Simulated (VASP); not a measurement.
A run of VASP 6.6.1 is set up as follows.

Contents of POSCAR:

```
HgTe
1.0
    0.0000000000      3.4207242017      3.0958449534
    3.4207242017      0.0000000000      3.0958449534
    3.4207242017      3.4207242017      0.0000000000
Hg Te
1 1
Direct
    0.0000000000      0.0000000000      0.0000000000
    0.2500000000      0.2500000000      0.2500000000
```

The input INCAR.step1:

```
SYSTEM = HgTe
  PREC = Accurate
  ENCUT = 520
  EDIFF = 1E-5
  ISMEAR = -1
  SIGMA = 0.02
  LREAL = .FALSE.
  LASPH = .TRUE.
  NELM = 60
  ALGO = Normal
  ISIF = 2
  LWAVE = .TRUE.
  NBANDS = 16
  GGA = PE
```

Contents of INCAR.step2:

```
SYSTEM = HgTe
  PREC = Accurate
  ENCUT = 520
  EDIFF = 1E-6
  ISMEAR = -1
  SIGMA = 0.02
  LREAL = .FALSE.
  LASPH = .TRUE.
  NELM = 60
  ALGO = Normal
  ISIF = 2
  LWAVE = .FALSE.
  LCHARG = .TRUE.
  GGA = PE
  LHFCALC = .TRUE.
  HFSCREEN = 0.2079
  PRECFOCK = Normal
  LELF = .TRUE.
  LVHAR = .TRUE.
  NBANDS = 16
  ISTART = 1
```

The input KPOINTS:

```
Automatic mesh
0
G
  4 4 4
  0 0 0
```

Potentials or basis: VASP PAW PBE potentials, release 64 (Hg, Te).

Launch:

```console
$ cat potpaw_PBE.64/Hg/POTCAR potpaw_PBE.64/Te/POTCAR > POTCAR
$ cp INCAR.step1 INCAR
$ mpirun -np 1 vasp_std > vasp.out
$ cp INCAR.step2 INCAR
$ mpirun -np 1 vasp_std > vasp.out
```

(1) Predict the band gap on the k mesh.

(2) Predict the pressure.

## Answers

(1) 0.32 eV.

(2) -0.8 GPa.

Caveat: the cell differs from its parent crystal (epitaxial xy strain +4.0%); the PAW data sets were made with another functional, which shifts forces and pressure a little; spin-orbit coupling is left out, which moves the levels of the heavy elements.
